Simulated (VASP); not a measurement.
Write the native input for VASP 6.6.1 that does the following.

```
Task                   : single point
Functional             : PBE
Potentials or basis    : VASP PAW PBE potentials, release 64 (C)
Cutoff                 : 520 eV
k mesh                 : 18 × 18 × 18
Occupations            : fermi-dirac, width 0.1 eV
Spin                   : no spin polarisation
Dipole correction      : no
Further INCAR settings : ALGO = Normal; EDIFF = 1e-06; NBANDS = 11
```

The structure of C lies in POSCAR:

```
C
1.0
    0.0000000000      1.5469430168      1.5469430168
    1.5469430168      0.0000000000      1.5469430168
    1.5469430168      1.5469430168      0.0000000000
C
2
Direct
   -0.1250000000     -0.1250000000     -0.1250000000
    0.1250000000      0.1250000000      0.1250000000
```

This cell differs from its parent crystal: volume scaled by 0.65.

These files were run (other wordings do the same):

INCAR

```
PREC = Accurate
ENCUT = 520
EDIFF = 1E-6
ISMEAR = -1
SIGMA = 0.1
LREAL = F
LASPH = T
NELM = 60
ALGO = Normal
ISIF = 2
LWAVE = F
LCHARG = F
GGA = PE
NBANDS = 11
```

KPOINTS

```
regular mesh
0
Gamma
  18 18 18
```

Potentials or basis: VASP PAW PBE potentials, release 64 (C).

Launch:

```console
$ cat potpaw_PBE.64/C/POTCAR > POTCAR
$ mpirun -np 1 vasp_std > vasp.out
```

Results of the run:

```yaml
Pressure: 404.7 GPa
Band_gap_on_the_k_mesh: 5.20 eV, indirect (least direct gap 6.78 eV)
```

It took 14 s on 1 thread of AMD EPYC 7R13 Processor (Zen 3), with other jobs on the host, peak memory 0.09 GiB.
